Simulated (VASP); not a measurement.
Input of a VASP 6.6.1 run:

Contents of INCAR:

```
SYSTEM = Ru
  ALGO = Normal
  EDIFF = 1E-6
  ENCUT = 500
  GGA = RE
  GGA_COMPAT = .FALSE.
  ISIF = 2
  ISMEAR = -1
  LASPH = .TRUE.
  LCHARG = .FALSE.
  LREAL = .FALSE.
  LWAVE = .FALSE.
  NBANDS = 21
  NELM = 120
  PREC = Accurate
  SIGMA = 0.1
```

The input KPOINTS:

```
k-points
0
G
  6 6 6
  0 0 0
```

POSCAR

```
Ru
1.0
    0.0000000000      2.7397610345      2.7397610345
    2.7397610345      0.0000000000      2.7397610345
    2.7397610345      2.7397610345      0.0000000000
Ru
2
Direct
    1.0000000000      1.0000000000      1.0000000000
    0.2500000000      0.2500000000      0.2500000000
```

Potentials or basis: VASP PAW PBE potentials, release 64 (Ru_pv).

Launch:

```sh
$ cat potpaw_PBE.64/Ru_pv/POTCAR > POTCAR
$ mpirun -np 1 vasp_std > vasp.out
```

Predict the pressure.

0.2 GPa.

Estimate the band gap on the k mesh.

zero (bands 14 and 15 overlap by 0.70 eV).

Caveat: the PAW data sets were made with another functional, which shifts forces and pressure a little.
